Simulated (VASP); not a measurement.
# MgSi3N2 (R-3m) in VASP: notebook

MgSi3N2 is run at these levels: PBE; tasks: single point.

All numbers are computed with VASP 6.6.1; they aren't measurements. Logs are shortened: lines on timing, memory, paths and dates and some standing lists are left out, and cuts for length are marked.

### Step 1. The cell of the first run

Symmetry: R-3m, No. 166, trigonal system. Conventional cell: a = 4.768 Å, b = 4.768 Å, c = 12.384 Å, α = 90.00°, β = 90.00°, γ = 120.00°. Mg (site symmetry -3m) has 2 N at 2.01 Å and 6 Si at 2.79 Å within 2.8 Å. Within 3.3 Å of Si (site symmetry -3m) lie 8 Si at 2.51 to 3.19 Å and 6 N at 2.75 Å. Si (site symmetry 3m) has 1 N at 1.67 Å within 2.2 Å. Within 2.2 Å of N (site symmetry 3m) lie 1 Si at 1.67 Å and 1 Mg at 2.01 Å.

The cell was generated, and may not be a known phase.

### Step 2. Single point, PBE, collinear spin, ferromagnetic start

File INCAR:

```
SYSTEM = MgSi3N2
PREC     = Accurate       ! precision mode
ENCUT    = 840            ! plane-wave cutoff, eV
EDIFF    = 1E-6           ! SCF threshold, eV
ISMEAR   = 0              ! smearing method
SIGMA    = 0.1            ! smearing width, eV
LREAL    = .False.        ! projectors in reciprocal space
LASPH    = .True.         ! aspherical terms in the spheres
NELM     = 200            ! most SCF steps
ALGO     = Normal         ! electronic algorithm
ISIF     = 2              ! what is computed and relaxed
LWAVE    = .False.        ! write WAVECAR
LCHARG   = .False.        ! write CHGCAR
ISPIN    = 2              ! spin polarisation
MAGMOM   = 0 0 0 0 1 1    ! initial moments
LORBIT   = 11             ! projections on sites
GGA      = PE             ! functional
NBANDS   = 29             ! bands
GGA_COMPAT= .False.
```

File KPOINTS:

```
regular mesh
0
Gamma
  6 6 6
  0 0 0
```

File POSCAR:

```
MgSi3N2
1.0
    2.3840152915      1.3764118703      4.1280547228
   -2.3840152915      1.3764118703      4.1280547228
    0.0000000000     -2.7528237406      4.1280547228
Mg Si N
1 3 2
Direct
    0.0000000000      0.0000000000      0.0000000000
    0.5000000000      0.5000000000      0.5000000000
    0.2969428866      0.2969428866      0.2969428866
    0.7030571134      0.7030571134      0.7030571134
    0.8376864539      0.8376864539      0.8376864539
    0.1623135461      0.1623135461      0.1623135461
```

Potentials or basis: VASP PAW PBE potentials, release 64 (Mg_sv, Si, N).

Run with:

```console
cat potpaw_PBE.64/Mg_sv/POTCAR potpaw_PBE.64/Si/POTCAR potpaw_PBE.64/N/POTCAR > POTCAR
mpirun -np 1 vasp_std > vasp.out
```

OUTCAR:

```text
SYSTEM = MgSi3N2
   PREC = Accurate
   ENCUT = 840
   EDIFF = 1E-6
   ISMEAR = 0
   LREAL = .False.
   LASPH = .True.
   NELM = 200
   ISIF = 2
   ISPIN = 2
   LORBIT = 11
   GGA = PE

 ion  position               nearest neighbor table
   1  0.000  0.000  0.000-   5 2.01   6 2.01
   2  0.500  0.500  0.500-   3 2.51   4 2.51
   3  0.297  0.297  0.297-   6 1.67   2 2.51   4 2.90   4 2.90   4 2.90
   4  0.703  0.703  0.703-   5 1.67   2 2.51   3 2.90   3 2.90   3 2.90
   5  0.838  0.838  0.838-   4 1.67   1 2.01
   6  0.162  0.162  0.162-   3 1.67   1 2.01

  LATTYP: Found a trigonal (rhomboedric) cell.
 ALAT       =     4.9617410595
 COS(alpha) =     0.5382787343

  Lattice vectors:

 A1 = (   2.3840152915,   1.3764118703,   4.1280547228)
 A2 = (  -2.3840152915,   1.3764118703,   4.1280547228)
 A3 = (   0.0000000000,  -2.7528237406,   4.1280547228)

Analysis of symmetry for initial positions (statically):
=====================================================================
 Subroutine PRICEL returns:
 Original cell was already a primitive cell.

 Routine SETGRP: Setting up the symmetry group for a
 trigonal (rhombohedral) supercell.

 Subroutine GETGRP returns: Found 12 space group operations
 (whereof 12 operations were pure point group operations)
 out of a pool of 12 trial point group operations.

The static configuration has the point symmetry D_3d.

Analysis of symmetry for dynamics (positions and initial velocities):
=====================================================================
 Subroutine PRICEL returns:
 Original cell was already a primitive cell.

 Routine SETGRP: Setting up the symmetry group for a
 trigonal (rhombohedral) supercell.

 Subroutine GETGRP returns: Found 12 space group operations
 (whereof 12 operations were pure point group operations)
 out of a pool of 12 trial point group operations.

The dynamic configuration has the point symmetry D_3d.

Analysis of structural, dynamic, and magnetic symmetry:
=====================================================================
 Subroutine PRICEL returns:
 Original cell was already a primitive cell.

 Routine SETGRP: Setting up the symmetry group for a
 trigonal (rhombohedral) supercell.

 Subroutine GETGRP returns: Found 12 space group operations
 (whereof 12 operations were pure point group operations)
 out of a pool of 12 trial point group operations.

The overall configuration has the point symmetry D_3d.

[... 141 lines left out ...]
 maximum number of plane-waves:      4529
   NGX = 23   NGY = 23   NGZ = 23

 number of electron      31.9999998 magnetization      -0.0011798

 number of electron      31.9999998 magnetization       0.0000311

 Free energy of the ion-electron system (eV)
  ---------------------------------------------------
  ext. energy  EPLUGINS =         0.00000000
  ---------------------------------------------------
  free energy    TOTEN  =       -30.83154315 eV

  energy without entropy =      -30.82465653  energy(sigma->0) =      -30.82809984

 E-fermi :   6.2806     XC(G=0): -10.6351

 val. band max:        6.2313152745   @ k =   0.3333   0.3333   0.3333
 cond. band min:       6.3095434187   @ k =   0.3333   0.3333   0.3333
 fundamental gap:      0.0782281442
 Fermi energy:         6.2806115300

 spin component 1

 k-point     1 :       0.0000    0.0000    0.0000
  band No.  band energies     occupation
      1     -68.5461      1.00000
      2     -35.3625      1.00000
      3     -35.3625      1.00000
      4     -35.2040      1.00000
      5      -9.2128      1.00000
      6      -7.0757      1.00000
[... 733 lines left out ...]
     27      16.3180      0.00000
     28      16.7299      0.00000

 [... further k-points ...]

 spin component 2

 k-point     1 :       0.0000    0.0000    0.0000
  band No.  band energies     occupation
      1     -68.5461      1.00000
      2     -35.3625      1.00000
      3     -35.3625      1.00000
      4     -35.2039      1.00000
      5      -9.2127      1.00000
      6      -7.0755      1.00000
[... 733 lines left out ...]
     27      16.3179      0.00000
     28      16.7299      0.00000

 [... further k-points ...]

 [bands above 28 left out]

------------------------ aborting loop because EDIFF is reached ----------------------------------------

  FORCE on cell =-STRESS in cart. coord.  units (eV):
  Direction    XX          YY          ZZ          XY          YZ          ZX
  --------------------------------------------------------------------------------------
  -------------------------------------------------------------------------------------
  Total       -0.1071637     -0.1071637      0.1388055      0.0000000      0.0000000     -0.0000000
  in kB       -2.1125359     -2.1125359      2.7362964      0.0000000      0.0000000     -0.0000000
  external PRESSURE =      -0.4962585 kB  Pullay stress =       0.0000000 kB

 VOLUME and BASIS-vectors are now :
 -----------------------------------------------------------------------------
  energy-cutoff  :      840.00
  volume of cell :       81.27
      direct lattice vectors                 reciprocal lattice vectors
     2.384015291  1.376411870  4.128054723     0.209730198  0.121087786  0.080748284
    -2.384015291  1.376411870  4.128054723    -0.209730198  0.121087786  0.080748284
     0.000000000 -2.752823741  4.128054723     0.000000000 -0.242175573  0.080748284

 POSITION                                       TOTAL-FORCE (eV/Angst)
 -----------------------------------------------------------------------------------
      0.00000      0.00000      0.00000         0.000000      0.000000     -0.000000
      0.00000      0.00000      6.19208        -0.000000      0.000000      0.000000
      0.00000      0.00000      3.67739        -0.000000     -0.000000      0.061626
      0.00000      0.00000      8.70677        -0.000000      0.000000     -0.061626
      0.00000      0.00000     10.37405        -0.000000     -0.000000      0.032189
      0.00000      0.00000      2.01012        -0.000000      0.000000     -0.032189
 -----------------------------------------------------------------------------------
    total drift:                                0.000000      0.000000     -0.000000

  FREE ENERGIE OF THE ION-ELECTRON SYSTEM (eV)
  ---------------------------------------------------
  free  energy   TOTEN  =       -30.8315431544 eV

  energy  without entropy=      -30.8246565326  energy(sigma->0) =      -30.82809984

 total charge

# of ion       s       p       d       tot
------------------------------------------
    1        2.089   6.015   0.032   8.136
    2        0.945   0.476   0.000   1.422
    3        0.765   0.881   0.000   1.646
    4        0.765   0.881   0.000   1.646
    5        1.288   2.345   0.000   3.633
    6        1.288   2.345   0.000   3.633
--------------------------------------------------
tot          7.141  12.943   0.032  20.116

 magnetization (x)

# of ion       s       p       d       tot
------------------------------------------
    1       -0.000  -0.000   0.000  -0.000
    2       -0.000  -0.000   0.000  -0.000
    3       -0.000  -0.000   0.000  -0.000
    4       -0.000  -0.000   0.000  -0.000
    5        0.000   0.000   0.000   0.000
    6        0.000   0.000   0.000   0.000
--------------------------------------------------
tot         -0.000   0.000   0.000   0.000
```

OSZICAR:

```text
N       E                     dE             d eps       ncg     rms          rms(c)
DAV:   1     0.220482559775E+03    0.22048E+03   -0.20829E+04  3784   0.154E+03
DAV:   2    -0.190287780394E+02   -0.23951E+03   -0.21987E+03  4426   0.341E+02
DAV:   3    -0.353644779195E+02   -0.16336E+02   -0.16014E+02  5451   0.878E+01
DAV:   4    -0.357732267213E+02   -0.40875E+00   -0.40657E+00  4766   0.129E+01
DAV:   5    -0.357822763950E+02   -0.90497E-02   -0.90469E-02  4814   0.187E+00    0.159E+01
DAV:   6    -0.321134279136E+02    0.36688E+01   -0.16633E+01  5206   0.302E+01    0.104E+01
DAV:   7    -0.309162857515E+02    0.11971E+01   -0.30170E+00  4254   0.126E+01    0.391E+00
DAV:   8    -0.308472217424E+02    0.69064E-01   -0.61289E-01  4332   0.417E+00    0.161E+00
DAV:   9    -0.308337747546E+02    0.13447E-01   -0.52878E-02  4681   0.149E+00    0.623E-01
DAV:  10    -0.308314604828E+02    0.23143E-02   -0.86953E-03  4698   0.707E-01    0.278E-01
DAV:  11    -0.308317894202E+02   -0.32894E-03   -0.21379E-03  4609   0.287E-01    0.157E-01
DAV:  12    -0.308315378822E+02    0.25154E-03   -0.58335E-04  4839   0.180E-01    0.479E-02
DAV:  13    -0.308315430558E+02   -0.51736E-05   -0.11146E-04  4342   0.589E-02    0.162E-02
DAV:  14    -0.308315431544E+02   -0.98619E-07   -0.89557E-06  4676   0.164E-02
   1 F= -.30831543E+02 E0= -.30828100E+02  d E =-.688662E-02  mag=     0.0000
```

Run time: 2.6 min. Hardware: 1 thread of AMD EPYC 9R45 (Zen 5), shared host; peak memory 0.51 GiB.

Results:

```
Free energy                                           : -30.8315 eV
Pressure                                              : 0.0 GPa
Largest force                                         : 0.062 eV/Å
Band gap on the k mesh                                : zero (filled and empty bands overlap)
Net moment                                            : 0.00 μB per cell
Valence electrons inside the program's atomic spheres : Mg 8.14; Si 1.42, 1.65 (each value once); N 3.63
```

Forces on the atoms (eV/Å):
```
Mg   0.000  0.000  0.000
Si   0.000  0.000  0.000
Si   0.000  0.000  0.062
Si   0.000  0.000 -0.062
N    0.000  0.000  0.032
N    0.000  0.000 -0.032
```

Stress tensor (GPa, compression positive):
```
-0.21  0.00  0.00
 0.00 -0.21  0.00
 0.00  0.00  0.27
```

Levels at points of the mesh, in eV from the Fermi level:
Spin up:
```
           k point  band 14  band 15  band 16  band 17  band 18  band 19
(0.00, 0.00, 0.00)    -2.57    -2.57    -0.72    -0.72     0.22     0.22
(0.50, 0.00, 0.00)    -2.24    -1.33    -0.27     0.18     2.33     2.49
(0.50, 0.50, 0.00)    -1.31    -0.55     0.10     1.10     1.20     3.41
(0.50, 0.50, 0.50)    -3.24     0.21     0.63     0.63     2.05     2.05
```
Spin down:
| k point | band 12 | band 13 | band 14 | band 15 | band 16 | band 17 | band 18 | band 19 | band 20 | band 21 |
| --- | --- | --- | --- | --- | --- | --- | --- | --- | --- | --- |
| (0.00, 0.00, 0.00) | -3.90 | -3.02 | -2.57 | -2.57 | -0.72 | -0.72 | 0.22 | 0.22 | 3.54 | 3.84 |
| (0.50, 0.00, 0.00) | -3.12 | -2.29 | -2.24 | -1.33 | -0.27 | 0.18 | 2.33 | 2.49 | 3.43 | 5.45 |
| (0.50, 0.50, 0.00) | -2.39 | -1.74 | -1.31 | -0.55 | 0.10 | 1.10 | 1.20 | 3.41 | 3.74 | 3.93 |
| (0.50, 0.50, 0.50) | -3.87 | -3.87 | -3.24 | 0.21 | 0.63 | 0.63 | 2.05 | 2.05 | 3.07 | 3.93 |

### Step 3. Single point, PBE

File INCAR:

```
ALGO = Normal ; EDIFF = 1E-6
ENCUT = 840 ; GGA = PE
GGA_COMPAT = F ; ISIF = 2
ISMEAR = 0 ; LASPH = T
LCHARG = F ; LREAL = F
LWAVE = F ; NBANDS = 25
NELM = 120 ; PREC = Accurate
SIGMA = 0.1
```

File KPOINTS:

```
k-points
0
Gamma
  6 6 6
```

POSCAR is that of step 2.

Potentials or basis: VASP PAW PBE potentials, release 64 (Mg_sv, Si, N).

Run with:

```console
cat potpaw_PBE.64/Mg_sv/POTCAR potpaw_PBE.64/Si/POTCAR potpaw_PBE.64/N/POTCAR > POTCAR
mpirun -np 1 vasp_std > vasp.out
```

Run time: 3.3 min. Hardware: 1 thread of Intel Xeon Platinum 8259CL at 2.50GHz (Skylake/Cascade Lake), shared host; peak memory 0.38 GiB.

The run converged. Its results:

```yaml
Free_energy: -30.8315 eV
Pressure: -0.1 GPa
Largest_force: 0.065 eV/Å
Band_gap_on_the_k_mesh: zero (bands 16 and 17 overlap by 1.43 eV)
```

Forces in eV/Å, atoms in the order of the input:
```
Mg   0.000  0.000  0.000
Si   0.000  0.000  0.000
Si   0.000  0.000  0.065
Si   0.000  0.000 -0.065
N    0.000  0.000  0.034
N    0.000  0.000 -0.034
```

Stress tensor (GPa, compression positive):
```
-0.23  0.00  0.00
 0.00 -0.23  0.00
 0.00  0.00  0.28
```

Levels at points of the mesh, in eV from the Fermi level:
```tsv
k point	band 13	band 14	band 15	band 16	band 17	band 18	band 19	band 20
(0.00, 0.00, 0.00)	-3.02	-2.57	-2.57	-0.72	-0.72	0.22	0.22	3.54
(0.50, 0.00, 0.00)	-2.29	-2.24	-1.33	-0.27	0.18	2.33	2.49	3.43
(0.50, 0.50, 0.00)	-1.74	-1.31	-0.55	0.10	1.10	1.20	3.41	3.74
(0.50, 0.50, 0.50)	-3.87	-3.24	0.20	0.63	0.63	2.05	2.05	3.07
```

The gap in the log of VASP goes by the Fermi energy; the results here count the filled bands.